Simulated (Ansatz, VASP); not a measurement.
# Cu in VASP and in Ansatz

```
CELL_PARAMETERS angstrom
11.56401 0.01810 -0.09435
0.00351 2.22976 -0.01571
-4.77045 -0.15981 22.15926
ATOMIC_POSITIONS crystal
Cu 0.50000 0.50000 0.50000
```

Alike in both runs: task single point; functional PBEsol; k mesh 2 × 9 × 1; no spin polarisation.

```csv
,VASP,Ansatz
version,VASP 6.6.1,Ansatz 0.2.0
potentials or method,"VASP PAW PBE potentials, release 64 (Cu), cutoff 520 eV","plane waves, PAW"
occupations,"fermi-dirac, width 0.1 eV",fermi-dirac
valence electrons in the cell,11,19
```

|  | VASP | Ansatz | Ansatz less VASP |
| --- | --- | --- | --- |
| pressure (GPa) | 0.0 | 0.0 | 0.00 |
| traceless stress, the component that is largest in VASP (GPa) | 0.07 | 0.06 | -0.014 |

VASP's potentials were made for PBE, not for PBEsol. VASP's potentials hold 11 valence electrons a cell and Ansatz's 19, so a difference there can come from the potentials and not from the codes. Ansatz's warnings: stress scf threshold loose.
